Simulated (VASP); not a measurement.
Input of a VASP 6.6.1 run:

Contents of INCAR:

```
PREC     = Accurate       # precision mode
ENCUT    = 600            # plane-wave cutoff, eV
EDIFF    = 1E-7           # SCF threshold, eV
ISMEAR   = 0              # smearing method
SIGMA    = 0.1            # smearing width, eV
LREAL    = F              # projectors in reciprocal space
LASPH    = T              # aspherical terms in the spheres
NELM     = 100            # most SCF steps
ALGO     = Fast           # electronic algorithm
ISIF     = 3              # what is computed and relaxed
LWAVE    = F              # write WAVECAR
LCHARG   = F              # write CHGCAR
GGA      = PE             # functional
IBRION   = 2              # ionic algorithm
NSW      = 100            # ionic steps
EDIFFG   = -0.01          # ionic threshold
```

The input KPOINTS:

```
regular mesh
0
Gamma
  10 10 10
```

POSCAR

```
Cu4W
1.0
   -2.8227075950      2.8227075950      2.8227075950
    2.8227075950     -2.8227075950      2.8227075950
    2.8227075950      2.8227075950     -2.8227075950
Cu W
4 1
Direct
    0.0000000000      0.0000000000      0.5000000000
    0.0000000000      0.5000000000      0.0000000000
    0.5000000000      0.0000000000      0.0000000000
    0.5000000000      0.5000000000      0.5000000000
    0.0000000000      0.0000000000      0.0000000000
```

Potentials or basis: VASP PAW PBE potentials, release 64 (Cu, W_sv).

Command:

```sh
$ cat potpaw_PBE.64/Cu/POTCAR potpaw_PBE.64/W_sv/POTCAR > POTCAR
$ mpirun -np 1 vasp_std > vasp.out
```

**Question.** Predict the band gap on the k mesh.

**Answer.** Zero (band 29 reaches 5.83 eV, above the bottom of band 30 at 3.34 eV).

**Question.** Estimate the space group after relaxing (to 0.05 Å).

**Answer.** Im-3m (No. 229).

**Question.** What does it give for the relaxed volume?

**Answer.** 18.17 Å³/atom.

**Question.** Estimate the relaxed cell.

**Answer.** a = 4.905 Å, b = 4.905 Å, c = 4.905 Å, α = 109.47°, β = 109.47°, γ = 109.47°.

The path:
```tsv
step	energy change (eV)	largest force (eV/Å)	pressure (GPa)	volume (Å³)
1	0.0000	0.0000	0.86	89.96
2	-0.0019	0.0000	-0.36	91.23
3	-0.0024	0.0000	0.00	90.85
```

Caveat: spin-orbit coupling is left out, which moves the levels of the heavy elements.
